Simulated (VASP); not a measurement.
# PbO (P4/nmm) in VASP: single point with PBE

Aim: the single point of PbO with PBE.

All numbers are computed with VASP 6.6.1; they aren't measurements. Logs are shortened: lines on timing, memory, paths and dates and some standing lists are left out, and cuts for length are marked.

**1. The cell of the first run**

It takes space group P4/nmm (No. 129, tetragonal). The conventional cell has a = 3.974 Å, b = 3.974 Å, c = 5.022 Å, α = 90.00°, β = 90.00°, γ = 90.00°. Pb (site symmetry 4mm) has 4 O at 2.32 Å within 3.1 Å. Within 3.1 Å of O (site symmetry -4m2) lie 4 Pb at 2.32 Å and 4 O at 2.81 Å.

**2. Single point, PBE**

Contents of INCAR:

```
SYSTEM = PbO
PREC     = Accurate       ! precision mode
ENCUT    = 520            ! plane-wave cutoff, eV
EDIFF    = 1E-7           ! SCF threshold, eV
ISMEAR   = -1             ! smearing method
SIGMA    = 0.02           ! smearing width, eV
LREAL    = .FALSE.        ! projectors in reciprocal space
LASPH    = .TRUE.         ! aspherical terms in the spheres
NELM     = 100            ! most SCF steps
ALGO     = Normal         ! electronic algorithm
ISIF     = 2              ! what is computed and relaxed
LWAVE    = .FALSE.        ! write WAVECAR
LCHARG   = .FALSE.        ! write CHGCAR
GGA      = PE             ! functional
NBANDS   = 28             ! bands
```

Contents of KPOINTS:

```
Automatic mesh
0
G
  6 6 5
  0 0 0
```

Contents of POSCAR:

```
PbO
1.0
    3.9744000000      0.0000000000      0.0000000000
    0.0000000000      3.9744000000      0.0000000000
    0.0000000000      0.0000000000      5.0220000000
Pb O
2 2
Direct
    0.0000000000      0.5000000000      0.2402618821
    0.5000000000      0.0000000000      0.7597381179
    0.0000000000      0.0000000000      0.0000000000
    0.5000000000      0.5000000000      0.0000000000
```

Potentials or basis: VASP PAW PBE potentials, release 64 (Pb_d, O).

Command:

```sh
> cat potpaw_PBE.64/Pb_d/POTCAR potpaw_PBE.64/O/POTCAR > POTCAR
> mpirun -np 1 vasp_std > vasp.out
```

OUTCAR:

```text
SYSTEM = PbO
   PREC = Accurate
   ENCUT = 520
   EDIFF = 1E-7
   ISMEAR = -1
   LREAL = .FALSE.
   LASPH = .TRUE.
   NELM = 100
   ISIF = 2
   GGA = PE

 ion  position               nearest neighbor table
   1  0.000  0.500  0.240-   3 2.32   4 2.32   3 2.32   4 2.32   2 3.70   2 3.70   2 3.70   2 3.70
                             2 3.83   2 3.83   2 3.83   2 3.83
   2  0.500  0.000  0.760-   3 2.32   4 2.32   4 2.32   3 2.32   1 3.70   1 3.70   1 3.70   1 3.70
                             1 3.83   1 3.83   1 3.83   1 3.83
   3  0.000  0.000  0.000-   1 2.32   2 2.32   1 2.32   2 2.32
   4  0.500  0.500  0.000-   1 2.32   2 2.32   2 2.32   1 2.32

  LATTYP: Found a simple tetragonal cell.
 ALAT       =     3.9744000000
 C/A-ratio  =     1.2635869565

  Lattice vectors:

 A1 = (   3.9744000000,   0.0000000000,   0.0000000000)
 A2 = (   0.0000000000,   3.9744000000,   0.0000000000)
 A3 = (   0.0000000000,   0.0000000000,   5.0220000000)

Analysis of symmetry for initial positions (statically):
=====================================================================
 Subroutine PRICEL returns:
 Original cell was already a primitive cell.

 Routine SETGRP: Setting up the symmetry group for a
 simple tetragonal supercell.

 Subroutine GETGRP returns: Found 16 space group operations
 (whereof  8 operations were pure point group operations)
 out of a pool of 16 trial point group operations.

The static configuration has the point symmetry D_2d.
 The point group associated with its full space group is D_4h.

Analysis of symmetry for dynamics (positions and initial velocities):
=====================================================================
 Subroutine PRICEL returns:
 Original cell was already a primitive cell.

 Routine SETGRP: Setting up the symmetry group for a
 simple tetragonal supercell.

 Subroutine GETGRP returns: Found 16 space group operations
 (whereof  8 operations were pure point group operations)
 out of a pool of 16 trial point group operations.

The dynamic configuration has the point symmetry D_2d.
 The point group associated with its full space group is D_4h.

 Subroutine INISYM returns: Found 16 space group operations
 (whereof  8 operations are pure point group operations),
 and found     1 'primitive' translations

----------------------------------------------------------------------------------------

                                     Primitive cell

  volume of cell :      79.3268

  direct lattice vectors                    reciprocal lattice vectors
[... 91 lines left out ...]
   EDIFF  = 0.1E-06   stopping-criterion for ELM
   LREAL  =      F    real-space projection
   EDIFFG = 0.1E-05   stopping-criterion for IOM
   NSW    =      0    number of steps for IOM
   IBRION =     -1    ionic relax: 0-MD 1-quasi-New 2-CG
   NFREE  =      0    steps in history (QN), initial steepest desc. (CG)
   ISIF   =      2    stress and relaxation
   ISYM   =      2    0-nonsym 1-usesym 2-fastsym
   POTIM  = 0.5000    time-step for ionic-motion
   TEBEG  =    0.0;   TEEND  =   0.0 temperature during run
   PSTRESS=    0.0 pullay stress
   NELECT =      40.0000    total number of electrons
   NUPDOWN=      -1.0000    fix difference up-down
   EMIN   =  10.00;   EMAX   =-10.00  energy-range for DOS
   EFERMI =   0.00;   METHOD = LEGACY
   ISMEAR =    -1;   SIGMA  =   0.02  broadening in eV -4-tet -1-fermi 0-gaus
   EFERMI_NEDOS =   21; number of points for ismear=-14 and -15
   IALGO  =     38    algorithm
   IMIX   =      4    mixing-type and parameters
     AMIX     =   0.40;   BMIX     =  1.00
     AMIX_MAG =   1.60;   BMIX_MAG =  1.00
  volume/ion in A,a.u.               =      19.83       133.83
  Fermi-wavevector in a.u.,A,eV,Ry     =   1.303031  2.462372 23.101207  1.697891
  Thomas-Fermi vector in A             =   2.434060
   LORBIT       =      0    0 simple, 1 ext, 2 COOP (PROOUT), +10 PAW based schemes
   GGA     = PE    functional components
   LHFCALC =     F    Hartree Fock is set to
   AEXX    =    0.0000 exact exchange contribution
   IVDW    =     0    specifies the selected vdW correction
   LEPSILON=     F    determine dielectric tensor
   LRPA    =     F    only Hartree local field effects (RPA)
 non-spin polarized calculation
  energy-cutoff  :      520.00
  volume of cell :       79.33
 maximum number of plane-waves:      2186
 NGX is ok and might be reduce to    30
   NGX = 15   NGY = 15   NGZ = 19

 number of electron      39.9999997 magnetization

 Free energy of the ion-electron system (eV)
  ---------------------------------------------------
  ext. energy  EPLUGINS =         0.00000000
  ---------------------------------------------------
  free energy    TOTEN  =       -21.42511562 eV

  energy without entropy =      -21.42511562  energy(sigma->0) =      -21.42511562

 E-fermi :   5.6115     XC(G=0):  -9.8553

 val. band max:        5.1620571419   @ k =   0.0000   0.0000   0.0000
 cond. band min:       6.2842427156   @ k =   0.5000   0.5000   0.0000
 fundamental gap:      1.1221855737
 Fermi energy:         5.6115049210

 k-point     1 :       0.0000    0.0000    0.0000
  band No.  band energies     occupation
      1     -13.1673      2.00000
      2     -12.6347      2.00000
      3     -10.8752      2.00000
      4     -10.8752      2.00000
      5     -10.8161      2.00000
      6     -10.8031      2.00000
[... 733 lines left out ...]
     27      14.6659      0.00000
     28      14.6659      0.00000

 [... further k-points ...]

------------------------ aborting loop because EDIFF is reached ----------------------------------------

  FORCE on cell =-STRESS in cart. coord.  units (eV):
  Direction    XX          YY          ZZ          XY          YZ          ZX
  --------------------------------------------------------------------------------------
  -------------------------------------------------------------------------------------
  Total        2.0016963      2.0016963      1.2170589      0.0000000      0.0000000      0.0000000
  in kB       40.4286189     40.4286189     24.5811563      0.0000000      0.0000000      0.0000000
  external PRESSURE =      35.1461314 kB  Pullay stress =       0.0000000 kB

 VOLUME and BASIS-vectors are now :
 -----------------------------------------------------------------------------
  energy-cutoff  :      520.00
  volume of cell :       79.33
      direct lattice vectors                 reciprocal lattice vectors
     3.974400000  0.000000000  0.000000000     0.251610306  0.000000000  0.000000000
     0.000000000  3.974400000  0.000000000     0.000000000  0.251610306  0.000000000
     0.000000000  0.000000000  5.022000000     0.000000000  0.000000000  0.199123855

 POSITION                                       TOTAL-FORCE (eV/Angst)
 -----------------------------------------------------------------------------------
      0.00000      1.98720      1.20660        -0.000000      0.000000      0.051559
      1.98720      0.00000      3.81540         0.000000     -0.000000     -0.051559
      0.00000      0.00000      0.00000        -0.000000      0.000000      0.000000
      1.98720      1.98720      0.00000        -0.000000     -0.000000      0.000000
 -----------------------------------------------------------------------------------
    total drift:                                0.000000      0.000000     -0.000000

  FREE ENERGIE OF THE ION-ELECTRON SYSTEM (eV)
  ---------------------------------------------------
  free  energy   TOTEN  =       -21.4251156182 eV

  energy  without entropy=      -21.4251156182  energy(sigma->0) =      -21.42511562
```

stdout:

```text
POSCAR found type information on POSCAR PbO
 POSCAR found :  2 types and       4 ions
 scaLAPACK will be used
 LDA part: xc-table for (Slater+PW92), standard interpolation
 POSCAR, INCAR and KPOINTS ok, starting setup
 FFT: planning ... GRIDC
 FFT: planning ... GRID_SOFT
 FFT: planning ... GRID
 WAVECAR not read
 entering main loop
```

Run time: 35 s. Hardware: 1 thread of Intel Xeon Platinum 8559C (Emerald Rapids), shared host; peak memory 0.21 GiB.

Results:

- Free energy: -21.4251 eV
- Pressure: 3.5 GPa
- Largest force: 0.052 eV/Å
- Band gap on the k mesh: 1.12 eV, indirect (least direct gap 2.10 eV)

Forces on the atoms (eV/Å):
```
Pb   0.000  0.000  0.052
Pb   0.000  0.000 -0.052
O    0.000  0.000  0.000
O    0.000  0.000  0.000
```

Levels at points of the mesh, in eV from the valence-band top:
| k point | band 16 | band 17 | band 18 | band 19 | band 20 | band 21 | band 22 | band 23 | band 24 | band 25 |
| --- | --- | --- | --- | --- | --- | --- | --- | --- | --- | --- |
| (0.00, 0.00, 0.00) | -4.20 | -1.69 | -1.58 | -1.58 | 0.00 | 2.42 | 5.55 | 5.55 | 5.59 | 6.61 |
| (0.50, 0.00, 0.00) | -3.17 | -2.94 | -2.94 | -1.69 | -1.69 | 3.37 | 3.37 | 6.63 | 6.63 | 6.65 |
| (0.50, 0.50, 0.00) | -3.40 | -1.71 | -1.71 | -0.98 | -0.98 | 1.12 | 1.12 | 5.23 | 5.23 | 7.83 |

Caveat: spin-orbit coupling is left out, which moves the levels of the heavy elements.
